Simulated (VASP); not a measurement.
# BiAu (F-43m) in VASP: a series of runs, part 2 of 3

VASP 6.6.1.

### 3 Single point, PBE (33.82 Å³/atom)

This run uses another cell than the first one, of 33.82 Å³/atom.

INCAR reads:

```
ALGO = Fast ; EDIFF = 1E-7
ENCUT = 520 ; GGA = PE
ISIF = 2 ; ISMEAR = 0
LASPH = T ; LCHARG = F
LREAL = F ; LWAVE = F
NBANDS = 20 ; NELM = 100
PREC = Accurate ; SIGMA = 0.05
```

KPOINTS reads:

```
k-points
0
Gamma
  6 6 6
```

POSCAR reads:

```
BiAu
1.0
    0.0000000000      3.2339125783      3.2339125783
    3.2339125783      0.0000000000      3.2339125783
    3.2339125783      3.2339125783      0.0000000000
Au Bi
1 1
Direct
    0.0000000000      0.0000000000      0.0000000000
    0.2500000000      0.2500000000      0.2500000000
```

Potentials or basis: VASP PAW PBE potentials, release 64 (Au, Bi_d).

Command:

```sh
$ cat potpaw_PBE.64/Au/POTCAR potpaw_PBE.64/Bi_d/POTCAR > POTCAR
$ mpirun -np 1 vasp_std > vasp.out
```

OUTCAR:

```text
EDIFF = 1E-7
   ENCUT = 520
   GGA = PE
   ISIF = 2
   ISMEAR = 0
   LASPH = T
   LREAL = F
   NELM = 100
   PREC = Accurate

 ion  position               nearest neighbor table
   1  0.000  0.000  0.000-   2 2.80   2 2.80   2 2.80   2 2.80
   2  0.250  0.250  0.250-   1 2.80   1 2.80   1 2.80   1 2.80

  LATTYP: Found a face centered cubic cell.
 ALAT       =     6.4678251566

  Lattice vectors:

 A1 = (   0.0000000000,   3.2339125783,   3.2339125783)
 A2 = (   3.2339125783,   0.0000000000,   3.2339125783)
 A3 = (   3.2339125783,   3.2339125783,   0.0000000000)

Analysis of symmetry for initial positions (statically):
=====================================================================
 Subroutine PRICEL returns:
 Original cell was already a primitive cell.

 Routine SETGRP: Setting up the symmetry group for a
 face centered cubic supercell.

 Subroutine GETGRP returns: Found 24 space group operations
 (whereof 24 operations were pure point group operations)
 out of a pool of 48 trial point group operations.

The static configuration has the point symmetry T_d .

Analysis of symmetry for dynamics (positions and initial velocities):
=====================================================================
 Subroutine PRICEL returns:
 Original cell was already a primitive cell.

 Routine SETGRP: Setting up the symmetry group for a
 face centered cubic supercell.

 Subroutine GETGRP returns: Found 24 space group operations
 (whereof 24 operations were pure point group operations)
 out of a pool of 48 trial point group operations.

The dynamic configuration has the point symmetry T_d .

 Subroutine INISYM returns: Found 24 space group operations
 (whereof 24 operations are pure point group operations),
 and found     1 'primitive' translations

----------------------------------------------------------------------------------------

                                     Primitive cell

  volume of cell :      67.6417

  direct lattice vectors                    reciprocal lattice vectors
     0.000000000  3.233912578  3.233912578    -0.154611477  0.154611477  0.154611477
     3.233912578  0.000000000  3.233912578     0.154611477 -0.154611477  0.154611477
     3.233912578  3.233912578  0.000000000     0.154611477  0.154611477 -0.154611477

  length of vectors
     4.573443028  4.573443028  4.573443028     0.267794933  0.267794933  0.267794933

  position of ions in fractional coordinates (direct lattice)
     0.000000000  0.000000000  0.000000000
     0.250000000  0.250000000  0.250000000

  ion indices of the primitive-cell ions
   primitive index   ion index
                 1           1
                 2           2

----------------------------------------------------------------------------------------

 KPOINTS: k-points

Automatic generation of k-mesh.
 Grid dimensions read from file:
 generate k-points for:    6    6    6

 Generating k-lattice:

  Cartesian coordinates                     Fractional coordinates (reciprocal lattice)
    -0.025768579  0.025768579  0.025768579     0.166666667  0.000000000  0.000000000
     0.025768579 -0.025768579  0.025768579     0.000000000  0.166666667  0.000000000
     0.025768579  0.025768579 -0.025768579     0.000000000  0.000000000  0.166666667

  Length of vectors
     0.044632489  0.044632489  0.044632489

  Shift w.r.t. Gamma in fractional coordinates (k-lattice)
     0.000000000  0.000000000  0.000000000

 Subroutine IBZKPT returns following result:
 ===========================================

 Found     16 irreducible k-points:

 Following reciprocal coordinates:
            Coordinates               Weight
  0.000000  0.000000  0.000000      1.000000
  0.166667  0.000000  0.000000      8.000000
  0.333333  0.000000  0.000000      8.000000
  0.500000  0.000000  0.000000      4.000000
  0.166667  0.166667  0.000000      6.000000
  0.333333  0.166667  0.000000     24.000000
[... 8 lines left out ...]
 -0.333333  0.333333  0.166667     24.000000
 -0.333333  0.500000  0.166667     12.000000
   k-points           NKPTS =     16   k-points in BZ     NKDIM =     16   number of bands    NBANDS=     20
   number of dos      NEDOS =    301   number of ions     NIONS =      2
   total plane-waves  NPLWV =  46656
   dimension x,y,z NGX =    36 NGY =   36 NGZ =   36
   dimension x,y,z NGXF=    72 NGYF=   72 NGZF=   72
   ions per type =               1   1
   NGX,Y,Z   is equivalent  to a cutoff of  13.09, 13.09, 13.09 a.u.
   NGXF,Y,Z  is equivalent  to a cutoff of  26.17, 26.17, 26.17 a.u.
 SYSTEM =  unknown system
   PREC   = accura    normal or accurate (medium, high low for compatibility)
   ISTART =      0    job   : 0-new  1-cont  2-samecut
   ICHARG =      2    charge: 1-file 2-atom 10-const
   ISPIN  =      1    spin polarized calculation?
   LNONCOLLINEAR =      F non collinear calculations
   LSORBIT =      F    spin-orbit coupling
   LASPH  =      T    aspherical Exc in radial PAW
   ENCUT  =  520.0 eV  38.22 Ry    6.18 a.u.   8.50  8.50  8.50*2*pi/ulx,y,z
   NELM   =    100;   NELMIN=  2; NELMDL= -5     # of ELM steps
   EDIFF  = 0.1E-06   stopping-criterion for ELM
   LREAL  =      F    real-space projection
   EDIFFG = 0.1E-05   stopping-criterion for IOM
   NSW    =      0    number of steps for IOM
   IBRION =     -1    ionic relax: 0-MD 1-quasi-New 2-CG
   NFREE  =      0    steps in history (QN), initial steepest desc. (CG)
   ISIF   =      2    stress and relaxation
   ISYM   =      2    0-nonsym 1-usesym 2-fastsym
   POTIM  = 0.5000    time-step for ionic-motion
   TEBEG  =    0.0;   TEEND  =   0.0 temperature during run
   PSTRESS=    0.0 pullay stress
   NELECT =      26.0000    total number of electrons
   NUPDOWN=      -1.0000    fix difference up-down
   EMIN   =  10.00;   EMAX   =-10.00  energy-range for DOS
   EFERMI =   0.00;   METHOD = LEGACY
   ISMEAR =     0;   SIGMA  =   0.05  broadening in eV -4-tet -1-fermi 0-gaus
   EFERMI_NEDOS =   21; number of points for ismear=-14 and -15
   IALGO  =     68    algorithm
   IMIX   =      4    mixing-type and parameters
     AMIX     =   0.40;   BMIX     =  1.00
     AMIX_MAG =   1.60;   BMIX_MAG =  1.00
  volume/ion in A,a.u.               =      33.82       228.23
  Fermi-wavevector in a.u.,A,eV,Ry     =   1.190313  2.249365 19.277332  1.416844
  Thomas-Fermi vector in A             =   2.326400
   LORBIT       =      0    0 simple, 1 ext, 2 COOP (PROOUT), +10 PAW based schemes
   GGA     = PE    functional components
   LHFCALC =     F    Hartree Fock is set to
   AEXX    =    0.0000 exact exchange contribution
   IVDW    =     0    specifies the selected vdW correction
   LEPSILON=     F    determine dielectric tensor
   LRPA    =     F    only Hartree local field effects (RPA)
 non-spin polarized calculation
 RMM-DIIS sequential band-by-band and
 Gauss-broadening in eV      SIGMA  =   0.05
  energy-cutoff  :      520.00
  volume of cell :       67.64
 maximum number of plane-waves:      1853
 NGX is ok and might be reduce to    36
   NGX = 17   NGY = 17   NGZ = 17

 number of electron      26.0000002 magnetization

 Free energy of the ion-electron system (eV)
  ---------------------------------------------------
  ext. energy  EPLUGINS =         0.00000000
  ---------------------------------------------------
  free energy    TOTEN  =        -6.68611297 eV

  energy without entropy =       -6.68456490  energy(sigma->0) =       -6.68533893

 E-fermi :   4.3370     XC(G=0):  -9.1223

 val. band max:        4.3294389550   @ k =   0.3333   0.3333   0.0000
 cond. band min:       4.6096249559   @ k =  -0.3333   0.3333   0.0000
 fundamental gap:      0.2801860009
 Fermi energy:         4.3369848306

 k-point     1 :       0.0000    0.0000    0.0000
  band No.  band energies     occupation
      1     -18.2558      2.00000
      2     -18.2558      2.00000
      3     -18.2558      2.00000
      4     -18.2262      2.00000
      5     -18.2262      2.00000
      6      -7.0994      2.00000
[... 12 lines left out ...]
     19      11.1452      0.00000
     20      14.3801      0.00000
[... 323 lines left out ...]
 k-point    16 :      -0.3333    0.5000    0.1667
  band No.  band energies     occupation
      1     -18.2615      2.00000
      2     -18.2532      2.00000
      3     -18.2493      2.00000
      4     -18.2265      2.00000
      5     -18.2208      2.00000
      6      -6.1925      2.00000
[... 12 lines left out ...]
     19      15.7914      0.00000
     20      16.8243      0.00000

------------------------ aborting loop because EDIFF is reached ----------------------------------------

  FORCE on cell =-STRESS in cart. coord.  units (eV):
  Direction    XX          YY          ZZ          XY          YZ          ZX
  --------------------------------------------------------------------------------------
  -------------------------------------------------------------------------------------
  Total       -0.0711709     -0.0711709     -0.0711709      0.0000000      0.0000000      0.0000000
  in kB       -1.6857695     -1.6857695     -1.6857695      0.0000000      0.0000000      0.0000000
  external PRESSURE =      -1.6857695 kB  Pullay stress =       0.0000000 kB

 VOLUME and BASIS-vectors are now :
 -----------------------------------------------------------------------------
  energy-cutoff  :      520.00
  volume of cell :       67.64
      direct lattice vectors                 reciprocal lattice vectors
     0.000000000  3.233912578  3.233912578    -0.154611477  0.154611477  0.154611477
     3.233912578  0.000000000  3.233912578     0.154611477 -0.154611477  0.154611477
     3.233912578  3.233912578  0.000000000     0.154611477  0.154611477 -0.154611477

 POSITION                                       TOTAL-FORCE (eV/Angst)
 -----------------------------------------------------------------------------------
      0.00000      0.00000      0.00000        -0.000000     -0.000000     -0.000000
      1.61696      1.61696      1.61696         0.000000      0.000000      0.000000
 -----------------------------------------------------------------------------------
    total drift:                                0.000000      0.000000      0.000000

  FREE ENERGIE OF THE ION-ELECTRON SYSTEM (eV)
  ---------------------------------------------------
  free  energy   TOTEN  =        -6.6861129667 eV

  energy  without entropy=       -6.6845648957  energy(sigma->0) =       -6.68533893
```

OSZICAR:

```text
N       E                     dE             d eps       ncg     rms          rms(c)
DAV:   1     0.226841181296E+03    0.22684E+03   -0.13269E+04   640   0.137E+03
DAV:   2     0.904057615551E+01   -0.21780E+03   -0.21018E+03   640   0.373E+02
DAV:   3    -0.659055977331E+01   -0.15631E+02   -0.15510E+02   752   0.106E+02
DAV:   4    -0.701069449589E+01   -0.42013E+00   -0.41988E+00   752   0.173E+01
DAV:   5    -0.702669315797E+01   -0.15999E-01   -0.15998E-01   888   0.321E+00    0.470E+00
RMM:   6    -0.671321946179E+01    0.31347E+00   -0.11258E+00   674   0.563E+00    0.314E+00
RMM:   7    -0.669104776903E+01    0.22172E-01   -0.47994E-02   875   0.223E+00    0.186E+00
RMM:   8    -0.668630093608E+01    0.47468E-02   -0.25570E-02   752   0.127E+00    0.137E-01
RMM:   9    -0.668615548422E+01    0.14545E-03   -0.72835E-03   803   0.832E-01    0.162E-01
RMM:  10    -0.668611402630E+01    0.41458E-04   -0.19640E-03   844   0.367E-01    0.571E-02
RMM:  11    -0.668610693818E+01    0.70881E-05   -0.45222E-04   992   0.192E-01    0.296E-02
RMM:  12    -0.668611850684E+01   -0.11569E-04   -0.98276E-05   889   0.803E-02    0.275E-02
RMM:  13    -0.668611311017E+01    0.53967E-05   -0.32955E-05   765   0.459E-02    0.607E-03
RMM:  14    -0.668611299235E+01    0.11782E-06   -0.43404E-06  1036   0.164E-02    0.164E-03
RMM:  15    -0.668611281774E+01    0.17461E-06   -0.57515E-07   731   0.519E-03    0.184E-03
RMM:  16    -0.668611296994E+01   -0.15221E-06   -0.14079E-07   534   0.291E-03    0.164E-04
RMM:  17    -0.668611296667E+01    0.32705E-08   -0.47725E-08   399   0.176E-03
   1 F= -.66861130E+01 E0= -.66853389E+01  d E =-.154807E-02
```

stdout:

```text
POSCAR found type information on POSCAR AuBi
 POSCAR found :  2 types and       2 ions
 scaLAPACK will be used
 LDA part: xc-table for (Slater+PW92), standard interpolation
 POSCAR, INCAR and KPOINTS ok, starting setup
 FFT: planning ... GRIDC
 FFT: planning ... GRID_SOFT
 FFT: planning ... GRID
 WAVECAR not read
 entering main loop
```

Run time: 19 s. Hardware: 1 thread of AMD EPYC 9R45 (Zen 5), shared host; peak memory 0.18 GiB.

Results:

| Quantity | Value |
| --- | --- |
| Free energy | -6.6861 eV |
| Pressure | -0.2 GPa |
| Band gap on the k mesh | zero (bands 13 and 14 overlap by 3.40 eV) |

Levels at points of the mesh, in eV from the Fermi level:
| k point | band 10 | band 11 | band 12 | band 13 | band 14 | band 15 | band 16 | band 17 |
| --- | --- | --- | --- | --- | --- | --- | --- | --- |
| (0.00, 0.00, 0.00) | -3.80 | -3.80 | 0.69 | 2.61 | 2.61 | 2.61 | 5.64 | 5.64 |
| (0.50, 0.00, 0.00) | -3.78 | -3.78 | -3.56 | 1.15 | 1.15 | 2.16 | 6.57 | 6.57 |
| (0.50, 0.50, 0.00) | -3.75 | -3.53 | -3.28 | -0.64 | -0.64 | 3.50 | 3.59 | 10.28 |

Caveat: spin-orbit coupling is left out, which moves the levels of the heavy elements.

### 4 Single point, r2SCAN (31.05 Å³/atom)

This run uses another cell than the first one, of 31.05 Å³/atom.

POSCAR reads:

```
BiAu
1.0
    0.0000000000      3.1430186576      3.1430186576
    3.1430186576      0.0000000000      3.1430186576
    3.1430186576      3.1430186576      0.0000000000
Au Bi
1 1
Direct
    0.0000000000      0.0000000000      0.0000000000
    0.2500000000      0.2500000000      0.2500000000
```

INCAR.step1 reads:

```
SYSTEM = BiAu
PREC = Accurate
ENCUT = 520
ISMEAR = 0
SIGMA = 0.05
LREAL = .False.
LASPH = .True.
NELM = 60
NBANDS = 20
GGA = PE
ALGO = Normal
EDIFF = 1E-4
LWAVE = .True.
LCHARG = .False.
```

INCAR.step2 reads:

```
SYSTEM = BiAu
PREC = Accurate
ENCUT = 520
EDIFF = 1E-7
ISMEAR = 0
SIGMA = 0.05
LREAL = .False.
LASPH = .True.
NELM = 60
ALGO = Normal
ISIF = 2
LWAVE = .False.
LCHARG = .False.
METAGGA = R2SCAN
LMIXTAU = .True.
NBANDS = 20
ISTART = 1
```

KPOINTS reads:

```
Automatic mesh
0
Gamma
  10 10 10
  0 0 0
```

Command:

```sh
$ cat potpaw_PBE.64/Au/POTCAR potpaw_PBE.64/Bi_d/POTCAR > POTCAR
$ cp INCAR.step1 INCAR
$ mpirun -np 1 vasp_std > vasp.out
$ cp INCAR.step2 INCAR
$ mpirun -np 1 vasp_std > vasp.out
```

Run time: 2.9 min. Hardware: 1 thread of AMD EPYC 9R45 (Zen 5), shared host; peak memory 0.22 GiB.

It converged, with:

| Item | Value |
| --- | --- |
| Free energy | -108.5391 eV |
| Pressure | 2.7 GPa |
| Band gap on the k mesh | zero (bands 13 and 14 overlap by 4.06 eV) |

Levels at points of the mesh, in eV from the Fermi level:
```
           k point  band 11  band 12  band 13  band 14  band 15  band 16
(0.00, 0.00, 0.00)    -4.38     1.31     3.03     3.03     3.03     6.01
(0.50, 0.00, 0.00)    -4.35    -4.04     1.25     1.25     2.62     7.09
(0.50, 0.50, 0.00)    -4.00    -3.72    -0.87    -0.87     3.79     3.94
```

Caveat: the PAW data sets were made with another functional, which shifts forces and pressure a little; spin-orbit coupling is left out, which moves the levels of the heavy elements.

### 5 Single point, r2SCAN (31.70 Å³/atom)

This run uses another cell than the first one, of 31.70 Å³/atom.

POSCAR reads:

```
BiAu
1.0
    0.0000000000      3.1646953334      3.1646953334
    3.1646953334      0.0000000000      3.1646953334
    3.1646953334      3.1646953334      0.0000000000
Au Bi
1 1
Direct
    0.0000000000      0.0000000000      0.0000000000
    0.2500000000      0.2500000000      0.2500000000
```

INCAR.step1 reads:

```
SYSTEM = BiAu
PREC = Accurate
ENCUT = 520
ISMEAR = 0
SIGMA = 0.05
LREAL = .FALSE.
LASPH = .TRUE.
NELM = 80
NBANDS = 20
GGA = PE
ALGO = Normal
EDIFF = 1E-4
LWAVE = .TRUE.
LCHARG = .FALSE.
```

INCAR.step2 reads:

```
SYSTEM = BiAu
PREC = Accurate
ENCUT = 520
EDIFF = 1E-6
ISMEAR = 0
SIGMA = 0.05
LREAL = .FALSE.
LASPH = .TRUE.
NELM = 80
ALGO = Normal
ISIF = 2
LWAVE = .FALSE.
LCHARG = .TRUE.
METAGGA = R2SCAN
LMIXTAU = .TRUE.
LELF = .TRUE.
LVHAR = .TRUE.
NBANDS = 20
ISTART = 1
```

KPOINTS reads:

```
regular mesh
0
G
  10 10 10
  0 0 0
```

Command:

```sh
$ cat potpaw_PBE.64/Au/POTCAR potpaw_PBE.64/Bi_d/POTCAR > POTCAR
$ cp INCAR.step1 INCAR
$ mpirun -np 1 vasp_std > vasp.out
$ cp INCAR.step2 INCAR
$ mpirun -np 1 vasp_std > vasp.out
```

Wall time 2.6 min (1 thread of AMD EPYC 9R45 (Zen 5), shared host); peak memory 0.22 GiB.

Results (log left out):

```yaml
Free_energy: -108.5556 eV
Pressure: 1.3 GPa
Band_gap_on_the_k_mesh: zero (bands 13 and 14 overlap by 3.94 eV)
```

Levels at points of the mesh, in eV from the Fermi level:
```csv
k point,band 10,band 11,band 12,band 13,band 14,band 15,band 16,band 17
"(0.00, 0.00, 0.00)",-4.31,-4.31,1.19,2.93,2.93,2.93,5.96,5.96
"(0.50, 0.00, 0.00)",-4.29,-4.29,-3.99,1.21,1.21,2.53,7.02,7.02
"(0.50, 0.50, 0.00)",-4.26,-3.94,-3.68,-0.84,-0.84,3.75,3.89,11.37
```

Caveat: the PAW data sets were made with another functional, which shifts forces and pressure a little; spin-orbit coupling is left out, which moves the levels of the heavy elements.

(Part 2 of 3 ends here.)
